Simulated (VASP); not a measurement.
A run of VASP 6.6.1 is set up as follows.

File INCAR:

```
PREC = Accurate
ENCUT = 500
EDIFF = 1E-6
ISMEAR = -1
SIGMA = 0.03
LREAL = F
LASPH = T
NELM = 120
ALGO = Normal
ISIF = 2
LWAVE = F
LCHARG = F
GGA = PE
NBANDS = 8
GGA_COMPAT = F
```

File KPOINTS:

```
Automatic mesh
0
Gamma
  6 6 6
```

File POSCAR:

```
Si
1.0
    2.5321100000      0.0000000000      0.0000000000
    0.0000000000      2.5321100000      0.0000000000
    0.0000000000      0.0000000000      2.5321100000
Si
1
Direct
    0.5000000000      0.5000000000      0.5000000000
```

Potentials or basis: VASP PAW PBE potentials, release 64 (Si).

Command:

```sh
$ cat potpaw_PBE.64/Si/POTCAR > POTCAR
$ mpirun -np 1 vasp_std > vasp.out
```

Problem. Estimate the pressure.

Solution. -0.4 GPa.

Problem. What does it give for the band gap on the k mesh?

Solution. Zero (band 2 reaches 15.67 eV, above the bottom of band 3 at 5.36 eV).

Caveat: the k points lie up to 0.41 Å⁻¹ apart.
